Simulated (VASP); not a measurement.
Wanted: the native input for a VASP 6.6.1 run.

| Quantity | Value |
| --- | --- |
| Task | single point |
| Functional | PBE |
| Potentials or basis | VASP PAW PBE potentials, release 64 (W_sv, C) |
| Cutoff | 520 eV |
| k mesh | 18 × 18 × 18 |
| Occupations | gaussian, width 0.1 eV |
| Spin | no spin polarisation |
| Dipole correction | no |
| Further INCAR settings | ALGO = Normal; EDIFF = 1e-06; NBANDS = 16 |

The structure of WC lies in POSCAR:

```
WC
1.0
    2.9399280205      0.0000000000      0.0000000000
    0.0000000000      2.9399280205      0.0000000000
    0.0000000000      0.0000000000      3.0276911668
W C
1 1
Direct
    0.5000000000      0.5000000000      0.5000000000
    0.0000000000      0.0000000000      0.5000000000
```

The cell was generated, and may not be a known phase.

The input as run:

INCAR

```
PREC = Accurate ; ENCUT = 520
EDIFF = 1E-6 ; ISMEAR = 0
SIGMA = 0.1 ; LREAL = F
LASPH = T ; NELM = 80
ALGO = Normal ; ISIF = 2
LWAVE = F ; LCHARG = T
GGA = PE ; LELF = T
LVHAR = T ; NBANDS = 16
```

KPOINTS

```
regular mesh
0
Gamma
  18 18 18
```

Potentials or basis: VASP PAW PBE potentials, release 64 (W_sv, C).

The run is started by

```bash
$ cat potpaw_PBE.64/W_sv/POTCAR potpaw_PBE.64/C/POTCAR > POTCAR
$ mpirun -np 1 vasp_std > vasp.out
```

It gave:

The pressure is 0.5 GPa. The band gap on the k mesh is zero (bands 9 and 10 overlap by 2.94 eV).

Caveat: spin-orbit coupling is left out, which moves the levels of the heavy elements.

Wall time 3.3 min on 1 thread of Intel Xeon 8259CL, on a shared host, peak memory 0.33 GiB.
